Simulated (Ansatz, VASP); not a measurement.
Two plane-wave programs on Ga5H9

```
CELL_PARAMETERS angstrom
0.00000 0.00000 6.35081
4.22600 -4.22600 3.17541
4.22600 4.22600 -3.17541
ATOMIC_POSITIONS crystal
Ga 0.28998 0.00000 0.00000
Ga 0.02390 0.21564 0.21564
Ga 0.23954 0.78436 0.21564
Ga 0.02390 0.78436 0.78436
Ga 0.80825 0.21564 0.78436
H 0.00662 0.39547 0.39547
H 0.40209 0.60453 0.39547
H 0.00662 0.60453 0.60453
H 0.61115 0.39547 0.60453
H 0.52898 0.00000 0.00000
H 0.99275 0.00000 0.28750
H 0.99275 0.71250 0.00000
H 0.70524 0.00000 0.71250
H 0.70524 0.28750 0.00000
```

Alike in both runs: functional r2SCAN; k mesh 5 × 5 × 5; occupations gaussian, width 0.0227 eV; no spin polarisation.

Ansatz relaxed the structure, and its values are those at the end. VASP's run is a single point on that final structure, the one shown.

|  | VASP | Ansatz |
| --- | --- | --- |
| version | VASP 6.6.1 | Ansatz 0.2.0 |
| potentials or method | VASP PAW PBE potentials, release 64 (Ga_d, H), cutoff 520 eV | PAW plane waves |
| valence electrons in the cell | 74 | 74 |

```csv
,VASP,Ansatz,Ansatz less VASP
gap on the k mesh at the Fermi level (eV),2.81,2.82,+0.011
pressure (GPa),0.7,0.6,-0.05
rms of the force components (eV/Å),0.011,0.007,-0.0039
```

VASP's potentials were made for PBE, not for r2SCAN. The functional is the same, so the differences come from potentials, cutoffs and numerics. Ansatz's warnings: stress scf threshold loose.
